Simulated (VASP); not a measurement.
NaTb2Sc2FeO9, 15 atoms in the cell. It takes space group P4/mmm (No. 123, tetragonal). Conventional cell: a = 3.860 Å, b = 3.860 Å, c = 12.406 Å, α = 90.00°, β = 90.00°, γ = 90.00°. Within 3.6 Å of Na (site symmetry 4/mmm) lie 12 O at 2.73 to 3.26 Å and 8 Sc at 3.39 Å. Within 3.1 Å of Tb (site symmetry 4mm) lie 12 O at 2.36 to 2.94 Å. Sc (site symmetry 4mm) has 6 O at 2.02 to 2.42 Å within 2.7 Å. Fe (site symmetry 4/mmm) has 6 O at 1.77 to 1.93 Å within 2.3 Å. Within 2.8 Å of O (site symmetry mmm) lie 2 Fe at 1.93 Å and 8 O at 2.62 to 2.73 Å. Within 2.3 Å of O (site symmetry 4mm) lie 1 Fe at 1.77 Å. Within 2.8 Å of O (site symmetry 2mm) lie 2 Sc at 2.03 Å and 2 Tb at 2.36 Å and 6 O at 2.64 to 2.73 Å. O (site symmetry 4/mmm) has 2 Sc at 2.02 Å and 4 Na at 2.73 Å within 2.8 Å. 

| Property | Result |
| --- | --- |
| Program | VASP 6.6.1 |
| Task | single point |
| Functional | LDA |
| Potentials or basis | VASP PAW PBE potentials, release 64 (Na_pv, Tb, Sc_sv, Fe, O) |
| Cutoff | 600 eV |
| k mesh | 7 × 7 × 3 |
| Occupations | fermi-dirac, width 0.05 eV |
| Spin | collinear spin, ferromagnetic start |
| Starting moments | [0.0, 6.0, 6.0, 0.0, 0.0, 3.0, 0.0, 0.0, 0.0, 0.0, 0.0, 0.0, 0.0, 0.0, 0.0] μB |
| Dipole correction | no |
| Further INCAR settings | ALGO = Normal; EDIFF = 1e-06; NBANDS = 82 |

Potentials or basis: VASP PAW PBE potentials, release 64 (Na_pv, Tb, Sc_sv, Fe, O).

Command:

```console
$ cat potpaw_PBE.64/Na_pv/POTCAR potpaw_PBE.64/Tb/POTCAR potpaw_PBE.64/Sc_sv/POTCAR potpaw_PBE.64/Fe/POTCAR potpaw_PBE.64/O/POTCAR > POTCAR
$ mpirun -np 4 vasp_std > vasp.out
```

Hardware: 4 MPI ranks on AMD EPYC 7R43 64-Core Processor (Zen 3), with other jobs on the host.

Question: How long does it take, and how much memory?

Answer: Wall time 45 min on 4 MPI ranks on AMD EPYC 7R43 64-Core Processor (Zen 3) (shared host), peak memory 0.68 GiB a rank. Counts: scf iterations 93, k points 20.
